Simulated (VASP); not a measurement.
# AlCu3 in VASP: notebook

Runs on AlCu3. Level: LDA. Tasks: single point.

Everything below comes from runs of VASP 6.6.1. Logs are shortened: lines on timing, memory, paths and dates and some standing lists are left out, and cuts for length are marked.

### 1 The cell of the first run

It takes space group Pm-3m (No. 221, cubic). Conventional cell: a = 3.649 Å, b = 3.649 Å, c = 3.649 Å, α = 90.00°, β = 90.00°, γ = 90.00°. Al (site symmetry m-3m) has 12 Cu at 2.58 Å within 3.4 Å. Within 3.4 Å of Cu (site symmetry 4/mmm) lie 4 Al at 2.58 Å and 8 Cu at 2.58 Å.

### 2 Single point, LDA

File INCAR:

```
PREC = Accurate
ENCUT = 520
EDIFF = 1E-6
ISMEAR = 0
SIGMA = 0.15
LREAL = False
LASPH = True
NELM = 60
ALGO = Fast
ISIF = 2
LWAVE = False
LCHARG = False
NBANDS = 26
```

File KPOINTS:

```
regular mesh
0
Gamma
  12 12 12
```

File POSCAR:

```
AlCu3
1.0
    3.6489625654      0.0000000000      0.0000000000
    0.0000000000      3.6489625654      0.0000000000
    0.0000000000      0.0000000000      3.6489625654
Al Cu
1 3
Direct
    0.0000000000      0.0000000000      0.0000000000
    0.5000000000      0.5000000000      0.0000000000
    0.5000000000      0.0000000000      0.5000000000
    0.0000000000      0.5000000000      0.5000000000
```

Potentials or basis: VASP PAW LDA potentials, release 64 (Al, Cu).

Started as:

```bash
cat potpaw_LDA.64/Al/POTCAR potpaw_LDA.64/Cu/POTCAR > POTCAR
mpirun -np 1 vasp_std > vasp.out
```

OUTCAR:

```text
PREC = Accurate
   ENCUT = 520
   EDIFF = 1E-6
   ISMEAR = 0
   LREAL = False
   LASPH = True
   NELM = 60
   ISIF = 2

 ion  position               nearest neighbor table
   1  0.000  0.000  0.000-   2 2.58   3 2.58   4 2.58   3 2.58   4 2.58   2 2.58   4 2.58   4 2.58
                             2 2.58   3 2.58   3 2.58   2 2.58
   2  0.500  0.500  0.000-   1 2.58   3 2.58   4 2.58   3 2.58   4 2.58   1 2.58   3 2.58   3 2.58
                             1 2.58   4 2.58   4 2.58   1 2.58
   3  0.500  0.000  0.500-   1 2.58   2 2.58   4 2.58   1 2.58   2 2.58   2 2.58   4 2.58   2 2.58
                             1 2.58   4 2.58   1 2.58   4 2.58
   4  0.000  0.500  0.500-   1 2.58   2 2.58   3 2.58   1 2.58   2 2.58   1 2.58   3 2.58   1 2.58
                             2 2.58   3 2.58   2 2.58   3 2.58

  LATTYP: Found a simple cubic cell.
 ALAT       =     3.6489625654

  Lattice vectors:

 A1 = (   3.6489625654,   0.0000000000,   0.0000000000)
 A2 = (   0.0000000000,   3.6489625654,   0.0000000000)
 A3 = (   0.0000000000,   0.0000000000,   3.6489625654)

Analysis of symmetry for initial positions (statically):
=====================================================================
 Subroutine PRICEL returns:
 Original cell was already a primitive cell.

 Routine SETGRP: Setting up the symmetry group for a
 simple cubic supercell.

 Subroutine GETGRP returns: Found 48 space group operations
 (whereof 48 operations were pure point group operations)
 out of a pool of 48 trial point group operations.

The static configuration has the point symmetry O_h .

Analysis of symmetry for dynamics (positions and initial velocities):
=====================================================================
 Subroutine PRICEL returns:
 Original cell was already a primitive cell.

 Routine SETGRP: Setting up the symmetry group for a
 simple cubic supercell.

 Subroutine GETGRP returns: Found 48 space group operations
 (whereof 48 operations were pure point group operations)
 out of a pool of 48 trial point group operations.

The dynamic configuration has the point symmetry O_h .

 Subroutine INISYM returns: Found 48 space group operations
 (whereof 48 operations are pure point group operations),
 and found     1 'primitive' translations

----------------------------------------------------------------------------------------

                                     Primitive cell

  volume of cell :      48.5857

  direct lattice vectors                    reciprocal lattice vectors
     3.648962565  0.000000000  0.000000000     0.274050496  0.000000000  0.000000000
     0.000000000  3.648962565  0.000000000     0.000000000  0.274050496  0.000000000
     0.000000000  0.000000000  3.648962565     0.000000000  0.000000000  0.274050496

  length of vectors
     3.648962565  3.648962565  3.648962565     0.274050496  0.274050496  0.274050496

  position of ions in fractional coordinates (direct lattice)
     0.000000000  0.000000000  0.000000000
     0.500000000  0.500000000  0.000000000
     0.500000000  0.000000000  0.500000000
     0.000000000  0.500000000  0.500000000

  ion indices of the primitive-cell ions
   primitive index   ion index
                 1           1
                 2           2
                 3           3
                 4           4

----------------------------------------------------------------------------------------

 KPOINTS: regular mesh

Automatic generation of k-mesh.
 Grid dimensions read from file:
 generate k-points for:   12   12   12

 Generating k-lattice:

  Cartesian coordinates                     Fractional coordinates (reciprocal lattice)
     0.022837541  0.000000000  0.000000000     0.083333333  0.000000000  0.000000000
     0.000000000  0.022837541  0.000000000     0.000000000  0.083333333  0.000000000
     0.000000000  0.000000000  0.022837541     0.000000000  0.000000000  0.083333333

  Length of vectors
     0.022837541  0.022837541  0.022837541

  Shift w.r.t. Gamma in fractional coordinates (k-lattice)
     0.000000000  0.000000000  0.000000000

 Subroutine IBZKPT returns following result:
 ===========================================

 Found     84 irreducible k-points:

 Following reciprocal coordinates:
            Coordinates               Weight
  0.000000  0.000000  0.000000      1.000000
  0.083333  0.000000  0.000000      6.000000
  0.166667  0.000000  0.000000      6.000000
  0.250000  0.000000  0.000000      6.000000
  0.333333  0.000000  0.000000      6.000000
  0.416667  0.000000  0.000000      6.000000
[... 16 lines left out ...]
  0.333333  0.333333  0.000000     12.000000
  0.416667  0.333333  0.000000     24.000000
 [... further k-points ...]
   k-points           NKPTS =     84   k-points in BZ     NKDIM =     84   number of bands    NBANDS=     26
   number of dos      NEDOS =    301   number of ions     NIONS =      4
   total plane-waves  NPLWV =  21952
   dimension x,y,z NGX =    28 NGY =   28 NGZ =   28
   dimension x,y,z NGXF=    56 NGYF=   56 NGZF=   56
   ions per type =               1   3
   NGX,Y,Z   is equivalent  to a cutoff of  12.76, 12.76, 12.76 a.u.
   NGXF,Y,Z  is equivalent  to a cutoff of  25.51, 25.51, 25.51 a.u.
 SYSTEM =  unknown system
   PREC   = accura    normal or accurate (medium, high low for compatibility)
   ISTART =      0    job   : 0-new  1-cont  2-samecut
   ICHARG =      2    charge: 1-file 2-atom 10-const
   ISPIN  =      1    spin polarized calculation?
   LNONCOLLINEAR =      F non collinear calculations
   LSORBIT =      F    spin-orbit coupling
   LASPH  =      T    aspherical Exc in radial PAW
   ENCUT  =  520.0 eV  38.22 Ry    6.18 a.u.   6.78  6.78  6.78*2*pi/ulx,y,z
   NELM   =     60;   NELMIN=  2; NELMDL= -5     # of ELM steps
   EDIFF  = 0.1E-05   stopping-criterion for ELM
   LREAL  =      F    real-space projection
   EDIFFG = 0.1E-04   stopping-criterion for IOM
   NSW    =      0    number of steps for IOM
   IBRION =     -1    ionic relax: 0-MD 1-quasi-New 2-CG
   NFREE  =      0    steps in history (QN), initial steepest desc. (CG)
   ISIF   =      2    stress and relaxation
   ISYM   =      2    0-nonsym 1-usesym 2-fastsym
   POTIM  = 0.5000    time-step for ionic-motion
   TEBEG  =    0.0;   TEEND  =   0.0 temperature during run
   PSTRESS=    0.0 pullay stress
   NELECT =      36.0000    total number of electrons
   NUPDOWN=      -1.0000    fix difference up-down
   EMIN   =  10.00;   EMAX   =-10.00  energy-range for DOS
   EFERMI =   0.00;   METHOD = LEGACY
   ISMEAR =     0;   SIGMA  =   0.15  broadening in eV -4-tet -1-fermi 0-gaus
   EFERMI_NEDOS =   21; number of points for ismear=-14 and -15
   IALGO  =     68    algorithm
   IMIX   =      4    mixing-type and parameters
     AMIX     =   0.40;   BMIX     =  1.00
     AMIX_MAG =   1.60;   BMIX_MAG =  1.00
  volume/ion in A,a.u.               =      12.15        81.97
  Fermi-wavevector in a.u.,A,eV,Ry     =   1.481402  2.799444 29.858691  2.194552
  Thomas-Fermi vector in A             =   2.595317
   LORBIT       =      0    0 simple, 1 ext, 2 COOP (PROOUT), +10 PAW based schemes
   GGA     = CA    functional components
   LHFCALC =     F    Hartree Fock is set to
   AEXX    =    0.0000 exact exchange contribution
   IVDW    =     0    specifies the selected vdW correction
   LEPSILON=     F    determine dielectric tensor
   LRPA    =     F    only Hartree local field effects (RPA)
 non-spin polarized calculation
 RMM-DIIS sequential band-by-band and
 Gauss-broadening in eV      SIGMA  =   0.15
  energy-cutoff  :      520.00
  volume of cell :       48.59
 maximum number of plane-waves:      1357
 NGX is ok and might be reduce to    28
   NGX = 13   NGY = 13   NGZ = 13

 number of electron      36.0000029 magnetization

 Free energy of the ion-electron system (eV)
  ---------------------------------------------------
  ext. energy  EPLUGINS =         0.00000000
  ---------------------------------------------------
  free energy    TOTEN  =       -19.06164621 eV

  energy without entropy =      -19.05050075  energy(sigma->0) =      -19.05607348

 E-fermi :   8.3684     XC(G=0): -12.5909

 val. band max:        8.3514067213   @ k =   0.5000   0.2500   0.2500
 cond. band min:       8.4296888733   @ k =   0.1667   0.0833   0.0833
 fundamental gap:      0.0782821520
 Fermi energy:         8.3684389134

 k-point     1 :       0.0000    0.0000    0.0000
  band No.  band energies     occupation
      1      -2.2110      2.00000
      2       2.9893      2.00000
      3       3.5503      2.00000
      4       3.5503      2.00000
      5       3.7968      2.00000
      6       3.7968      2.00000
[... 18 lines left out ...]
     25      18.7644      0.00000
     26      20.1065      0.00000

 k-point     2 :       0.0833    0.0000    0.0000
  band No.  band energies     occupation
      1      -2.1308      2.00000
      2       3.0117      2.00000
      3       3.5175      2.00000
      4       3.5927      2.00000
      5       3.8086      2.00000
      6       3.8086      2.00000
[... 18 lines left out ...]
     25      18.4824      0.00000
     26      19.6630      0.00000

 k-point     3 :       0.1667    0.0000    0.0000
  band No.  band energies     occupation
      1      -1.8917      2.00000
      2       3.0410      2.00000
      3       3.4206      2.00000
      4       3.7148      2.00000
      5       3.8427      2.00000
      6       3.8427      2.00000
[... 18 lines left out ...]
     25      17.8176      0.00000
     26      18.6875      0.00000

 k-point     4 :       0.2500    0.0000    0.0000
  band No.  band energies     occupation
      1      -1.4983      2.00000
      2       2.8374      2.00000
      3       3.3936      2.00000
      4       3.8946      2.00000
      5       3.8946      2.00000
      6       3.9005      2.00000
[... 18 lines left out ...]
     25      17.4394      0.00000
     26      17.6560      0.00000
[... 496 lines left out ...]
      1       0.8147      2.00000
      2       1.4546      2.00000
      3       3.6043      2.00000
      4       3.8979      2.00000
      5       3.9738      2.00000
      6       4.1822      2.00000
[... 18 lines left out ...]
     25      18.2142      0.00000
     26      19.8312      0.00000

 k-point    23 :       0.3333    0.3333    0.0000
  band No.  band energies     occupation
      1       0.1979      2.00000
      2       2.9153      2.00000
      3       2.9919      2.00000
      4       3.9098      2.00000
      5       3.9419      2.00000
      6       4.1674      2.00000
[... 18 lines left out ...]
     25      17.7805      0.00000
     26      19.3749      0.00000

 k-point    24 :       0.4167    0.3333    0.0000
  band No.  band energies     occupation
      1       0.7830      2.00000
      2       2.3442      2.00000
      3       3.1808      2.00000
      4       3.9328      2.00000
      5       3.9823      2.00000
      6       4.2714      2.00000
[... 18 lines left out ...]
     25      18.1038      0.00000
     26      19.0762      0.00000

 [... further k-points ...]
[... 5 lines left out ...]
  --------------------------------------------------------------------------------------
  -------------------------------------------------------------------------------------
  Total       -1.9607954     -1.9607954     -1.9607954     -0.0000000      0.0000000     -0.0000000
  in kB      -64.6598416    -64.6598416    -64.6598416     -0.0000000      0.0000000     -0.0000000
  external PRESSURE =     -64.6598416 kB  Pullay stress =       0.0000000 kB

 VOLUME and BASIS-vectors are now :
 -----------------------------------------------------------------------------
  energy-cutoff  :      520.00
  volume of cell :       48.59
      direct lattice vectors                 reciprocal lattice vectors
     3.648962565  0.000000000  0.000000000     0.274050496  0.000000000  0.000000000
     0.000000000  3.648962565  0.000000000     0.000000000  0.274050496  0.000000000
     0.000000000  0.000000000  3.648962565     0.000000000  0.000000000  0.274050496

 POSITION                                       TOTAL-FORCE (eV/Angst)
 -----------------------------------------------------------------------------------
      0.00000      0.00000      0.00000         0.000000      0.000000      0.000000
      1.82448      1.82448      0.00000         0.000000      0.000000      0.000000
      1.82448      0.00000      1.82448         0.000000      0.000000      0.000000
      0.00000      1.82448      1.82448         0.000000      0.000000      0.000000
 -----------------------------------------------------------------------------------
    total drift:                                0.000000      0.000000      0.000000

  FREE ENERGIE OF THE ION-ELECTRON SYSTEM (eV)
  ---------------------------------------------------
  free  energy   TOTEN  =       -19.0616462125 eV

  energy  without entropy=      -19.0505007527  energy(sigma->0) =      -19.05607348
```

It took 48 s on 1 thread of Intel Xeon Platinum 8559C (Emerald Rapids), shared host; peak memory 0.2 GiB.

What came out:

```
Free energy            : -19.0616 eV
Pressure               : -6.5 GPa
Band gap on the k mesh : zero (band 18 reaches 12.13 eV, above the bottom of band 19 at 6.62 eV)
```

### 3 Single point, LDA

This run uses another cell than the first one, of 12.45 Å³/atom, 1.025 times its volume.

File INCAR:

```
PREC = Accurate ; ENCUT = 520
EDIFF = 1E-7 ; ISMEAR = 0
SIGMA = 0.15 ; LREAL = F
LASPH = T ; NELM = 60
ALGO = Fast ; ISIF = 2
LWAVE = F ; LCHARG = F
NBANDS = 26
```

File KPOINTS:

```
Automatic mesh
0
Gamma
  12 12 12
```

File POSCAR:

```
AlCu3
1.0
    3.6787514798      0.0000000000      0.0000000000
    0.0000000000      3.6787514798      0.0000000000
    0.0000000000      0.0000000000      3.6787514798
Al Cu
1 3
Direct
    0.0000000000      0.0000000000      0.0000000000
    0.5000000000      0.5000000000      0.0000000000
    0.5000000000      0.0000000000      0.5000000000
    0.0000000000      0.5000000000      0.5000000000
```

Potentials or basis: VASP PAW LDA potentials, release 64 (Al, Cu).

Started as:

```bash
cat potpaw_LDA.64/Al/POTCAR potpaw_LDA.64/Cu/POTCAR > POTCAR
mpirun -np 1 vasp_std > vasp.out
```

Wall time 56 s (1 thread of Intel Xeon Platinum 8559C (Emerald Rapids), shared host); peak memory 0.2 GiB.

It converged, with:

* Free energy: -19.0001 eV
* Pressure: -9.7 GPa
* Band gap on the k mesh: zero (band 18 reaches 11.74 eV, above the bottom of band 19 at 6.34 eV)

Levels at points of the mesh, in eV from the Fermi level:
```tsv
k point	band 16	band 17	band 18	band 19	band 20	band 21
(0.00, 0.00, 0.00)	-2.08	-0.23	-0.23	-0.23	4.27	4.27
(0.50, 0.00, 0.00)	-2.47	-2.08	3.68	3.68	3.87	3.87
(0.50, 0.50, 0.00)	-2.74	-2.33	-1.24	-1.24	6.15	6.35
(0.50, 0.50, 0.50)	-2.24	-2.24	-2.24	-1.29	1.11	1.64
```

### 4 Single point, LDA

File INCAR:

```
  PREC = Accurate
  ENCUT = 520
  EDIFF = 1E-6
  ISMEAR = 0
  SIGMA = 0.15
  LREAL = False
  LASPH = True
  NELM = 100
  ALGO = Fast
  ISIF = 2
  LWAVE = False
  LCHARG = False
  GGA = CA
  NBANDS = 26
```

KPOINTS is that of step 3.

File POSCAR:

```
AlCu3
1.0
    3.6489625654      0.0000000000      0.0000000000
    0.0000000000      3.6489625654      0.0000000000
    0.0000000000      0.0000000000      3.6489625654
Al Cu
1 3
Direct
    0.0000000000      0.0000000000      0.0000000000
    0.5000000000      0.4893007179      0.0000000000
    0.5000000000      0.0000000000      0.5000000000
    0.0000000000      0.5106992821      0.5000000000
```

Started as:

```bash
cat potpaw_LDA.64/Al/POTCAR potpaw_LDA.64/Cu/POTCAR > POTCAR
mpirun -np 1 vasp_std > vasp.out
```

It took 2.5 min on 1 thread of Intel Xeon Platinum 8488C (Sapphire Rapids), shared host; peak memory 0.29 GiB.

Results (log left out):

* Free energy: -19.0536 eV
* Pressure: -6.6 GPa
* Largest force: 0.206 eV/Å
* Band gap on the k mesh: zero (band 18 reaches 12.12 eV, above the bottom of band 19 at 6.62 eV)

Forces in eV/Å, atoms in the order of the input:
```
Al   0.000  0.000  0.000
Cu   0.000  0.206  0.000
Cu   0.000  0.000  0.000
Cu   0.000 -0.206  0.000
```

Levels at points of the mesh, in eV from the Fermi level:
```csv
k point,band 16,band 17,band 18,band 19,band 20,band 21
"(0.00, 0.00, 0.00)",-2.10,-0.25,-0.25,-0.24,4.36,4.37
"(0.50, 0.00, 0.00)",-2.52,-2.10,3.73,3.76,3.90,3.91
"(0.00, 0.50, 0.00)",-2.52,-2.11,3.75,3.75,3.91,3.91
"(0.50, 0.50, 0.00)",-2.78,-2.37,-1.24,-1.24,6.24,6.42
"(0.50, 0.00, 0.50)",-2.77,-2.37,-1.25,-1.25,6.28,6.43
"(0.50, 0.50, 0.50)",-2.28,-2.27,-2.27,-1.36,1.22,1.71
```

### 5 Single point, LDA

File INCAR:

```
  PREC = Accurate
  ENCUT = 520
  EDIFF = 1E-6
  ISMEAR = 0
  SIGMA = 0.15
  LREAL = F
  LASPH = T
  NELM = 100
  ALGO = Fast
  ISIF = 2
  LWAVE = F
  LCHARG = T
  GGA = CA
  LELF = T
  LVHAR = T
  NBANDS = 26
```

KPOINTS is that of step 4.

File POSCAR:

```
AlCu3
1.0
    3.6489625654      0.0000000000      0.0000000000
    0.0000000000      3.6489625654      0.0000000000
    0.0000000000      0.0000000000      3.6489625654
Al Cu
1 3
Direct
    0.0000000000      0.0000000000      0.0000000000
    0.5000000000      0.4786014357      0.0000000000
    0.5000000000      0.0000000000      0.5000000000
    0.0000000000      0.5213985643      0.5000000000
```

Started as:

```bash
cat potpaw_LDA.64/Al/POTCAR potpaw_LDA.64/Cu/POTCAR > POTCAR
mpirun -np 1 vasp_std > vasp.out
```

Wall time 2.5 min (1 thread of Intel Xeon Platinum 8488C (Sapphire Rapids), shared host); peak memory 0.3 GiB.

It converged, with:

| Property | Result |
| --- | --- |
| Free energy | -19.0293 eV |
| Pressure | -6.3 GPa |
| Largest force | 0.419 eV/Å |
| Band gap on the k mesh | zero (band 18 reaches 12.11 eV, above the bottom of band 19 at 6.61 eV) |

Forces in eV/Å, atoms in the order of the input:
```
Al   0.000  0.000  0.000
Cu   0.000  0.419  0.000
Cu   0.000  0.000  0.000
Cu   0.000 -0.419  0.000
```

Stress tensor (GPa, compression positive):
```
-6.30  0.00  0.00
 0.00 -6.19  0.00
 0.00  0.00 -6.30
```

Levels at points of the mesh, in eV from the Fermi level:
```
           k point  band 16  band 17  band 18  band 19  band 20  band 21
(0.00, 0.00, 0.00)    -2.11    -0.25    -0.25    -0.20     4.33     4.37
(0.50, 0.00, 0.00)    -2.51    -2.11     3.67     3.76     3.88     3.91
(0.00, 0.50, 0.00)    -2.53    -2.12     3.74     3.74     3.93     3.93
(0.50, 0.50, 0.00)    -2.75    -2.37    -1.25    -1.24     6.16     6.40
(0.50, 0.00, 0.50)    -2.74    -2.36    -1.26    -1.26     6.25     6.44
(0.50, 0.50, 0.50)    -2.30    -2.28    -2.28    -1.33     1.22     1.70
```
